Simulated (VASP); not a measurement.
Here is a VASP 6.6.1 calculation.

INCAR

```
ALGO     = Fast           # electronic algorithm
EDIFF    = 1E-6           # SCF threshold, eV
ENCUT    = 520            # plane-wave cutoff, eV
GGA      = PE             # functional
ISIF     = 2              # what is computed and relaxed
ISMEAR   = 0              # smearing method
IVDW     = 12             # dispersion correction
LASPH    = True           # aspherical terms in the spheres
LCHARG   = True           # write CHGCAR
LELF     = True           # ELF
LREAL    = False          # projectors in reciprocal space
LVHAR    = True         
LWAVE    = False          # write WAVECAR
NBANDS   = 22             # bands
NELM     = 80             # most SCF steps
PREC     = Accurate       # precision mode
SIGMA    = 0.15           # smearing width, eV
```

Contents of KPOINTS:

```
k-points
0
Gamma
  16 16 2
```

The input POSCAR:

```
Al
1.0
   -2.8144222649      0.0000000000      0.0000000000
   -1.4072111325     -2.4373611784      0.0000000000
   -0.5863379719     -0.6093402946     18.4820941423
Al
8
Direct
    0.9947916667      0.9843750000      0.0625000000
    0.9531250000      0.8593750000      0.5625000000
    0.2760416667      0.1614583333      0.6875000000
    0.3177083333      0.2864583333      0.1875000000
   -0.0677083333     -0.2031250000      0.8125000000
   -0.0260416667     -0.0781250000      0.3125000000
    0.5885416667      0.4322916667      0.9375000000
    0.6302083333      0.5572916667      0.4375000000
```

Potentials or basis: VASP PAW PBE potentials, release 64 (Al).

Launch:

```bash
$ cat potpaw_PBE.64/Al/POTCAR > POTCAR
$ mpirun -np 1 vasp_std > vasp.out
```

What does it give for the pressure?

0.5 GPa.

Predict the dispersion energy per atom.

-0.351 eV.

Forces in eV/Å, atoms in the order of the input:
```
Al  -0.164  0.217  0.321
Al   0.002  0.001 -0.008
Al  -0.007  0.001 -0.010
Al   0.038  0.014  0.020
Al   0.034  0.025  0.045
Al  -0.005  0.004  0.003
Al   0.104 -0.261 -0.373
Al  -0.001 -0.001  0.002
```

Caveat: pairwise dispersion overbinds metals, which lowers pressure and volume.
